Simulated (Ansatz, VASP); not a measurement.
This is a calculation of AlNi for VASP 6.6.1.

File INCAR:

```
PREC = Accurate ; ENCUT = 520
EDIFF = 1E-6 ; ISMEAR = -1
SIGMA = 0.05 ; LREAL = F
LASPH = T ; NELM = 150
ALGO = Fast ; ISIF = 2
LWAVE = F ; LCHARG = F
ISPIN = 2 ; MAGMOM = 1 0
LORBIT = 11 ; LMAXMIX = 4
GGA = PE ; NBANDS = 18
```

KPOINTS

```
regular mesh
0
Gamma
  10 10 9
```

File POSCAR:

```
AlNi
1.0
    1.9386940000     -1.9531901500      0.0000000000
    1.9386940000      1.9531901500      0.0000000000
    0.0000000000      0.0000000000      3.0994300413
Ni Al
1 1
Direct
    0.5000000000      0.5000000000      0.5000000000
    0.0000000000      0.0000000000      0.0000000000
```

Potentials or basis: VASP PAW PBE potentials, release 64 (Ni, Al).

Command:

```bash
$ cat potpaw_PBE.64/Ni/POTCAR potpaw_PBE.64/Al/POTCAR > POTCAR
$ mpirun -np 1 vasp_std > vasp.out
```

Set up the same calculation for Ansatz 0.2.0. Potentials there: Ansatz PAW.

As run (the cutoff follows the program's own potentials):

input.yaml

```yaml
crystal:
  lattice:
    - [1.938694, -1.95319015, 0.0]
    - [1.938694, 1.95319015, 0.0]
    - [0.0, 0.0, 3.0994300413]
  atoms:
    - { symbol: Ni, position: [0.5, 0.5, 0.5], spin: 1.0 }
    - { symbol: Al, position: [0.0, 0.0, 0.0] }
hamiltonian:
  xc: pbe
  pseudopotentials: { kind: paw }
magnetization:
  spin_polarized: true
kpoints:
  mp_grid: { grid: [10, 10, 9] }
scf:
  occupations: { method: fermi_dirac, width: 0.05 }
output:
  forces: true
  stress: true
  eigenvalues: true
```

Potentials or basis: Ansatz PAW.

Command:

```bash
$ ansatz run input.yaml --threads 2 --pin off --max-ram 5120MiB --backend cpu --events-out ev --progress --plain --runs-dir out
```

Both were run:

|  | VASP | Ansatz | Ansatz less VASP |
| --- | --- | --- | --- |
| gap on the k mesh at the Fermi level (eV) | none | none | - |
| pressure (GPa) | 6.1 | 6.0 | -0.13 |
| traceless stress, the component that is largest in VASP (GPa) | -4.80 | -4.67 | +0.131 |
| net moment per atom (μB) | 0.00 | 0.00 | 0.000 |

A gap of «none» marks a metal or a gap that the smearing closes. VASP's potentials hold 13 valence electrons a cell and Ansatz's 21, so a difference there can come from the potentials and not from the codes.
